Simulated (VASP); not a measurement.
InSb: single point with PBEsol

InSb:

```
In Sb
1.0
     0.00000    2.90468    3.08622
     2.90468    0.00000    3.08622
     2.90468    2.90468    0.00000
In Sb
1 1
Direct
  0.00000 0.00000 0.00000
  0.50000 0.50000 0.50000
```

| Item | Value |
| --- | --- |
| Program | VASP 6.6.1 |
| Task | single point |
| Functional | PBEsol |
| Potentials or basis | VASP PAW PBE potentials, release 64 (In_d, Sb) |
| Cutoff | 520 eV |
| k mesh | 14 × 14 × 14 |
| Occupations | gaussian, width 0.15 eV |
| Spin | no spin polarisation |
| Dipole correction | no |
| Further INCAR settings | ALGO = Normal; EDIFF = 1e-06; NBANDS = 16 |

| Property | Result |
| --- | --- |
| Pressure | 4.0 GPa |
| Band gap on the k mesh | zero (bands 9 and 10 overlap by 3.01 eV) |

Stress tensor (GPa, compression positive):
```
 6.28  0.00  0.00
 0.00  6.28  0.00
 0.00  0.00 -0.47
```

Levels at points of the mesh, in eV from the Fermi level:
| k point | band 6 | band 7 | band 8 | band 9 | band 10 | band 11 | band 12 | band 13 |
| --- | --- | --- | --- | --- | --- | --- | --- | --- |
| (0.00, 0.00, 0.00) | -11.69 | -0.29 | -0.29 | 0.30 | 0.34 | 5.22 | 5.99 | 6.37 |
| (0.50, 0.00, 0.00) | -9.58 | -6.98 | 0.16 | 0.58 | 1.86 | 2.65 | 2.67 | 3.74 |
| (0.50, 0.50, 0.00) | -9.07 | -5.04 | -2.81 | -2.26 | -2.26 | 3.19 | 9.14 | 9.14 |
| (0.50, 0.00, 0.50) | -8.44 | -5.06 | -3.51 | -2.89 | -2.19 | 2.93 | 7.89 | 9.91 |

Run time: 54 s on 1 thread of Intel(R) Xeon(R) 6975P-C (Granite Rapids) (shared host), peak memory 0.34 GiB.

Caveat: the stress differs along the axes, from -0 to 6 GPa; the PAW data sets were made with another functional, which shifts forces and pressure a little; spin-orbit coupling is left out, which moves the levels of the heavy elements.
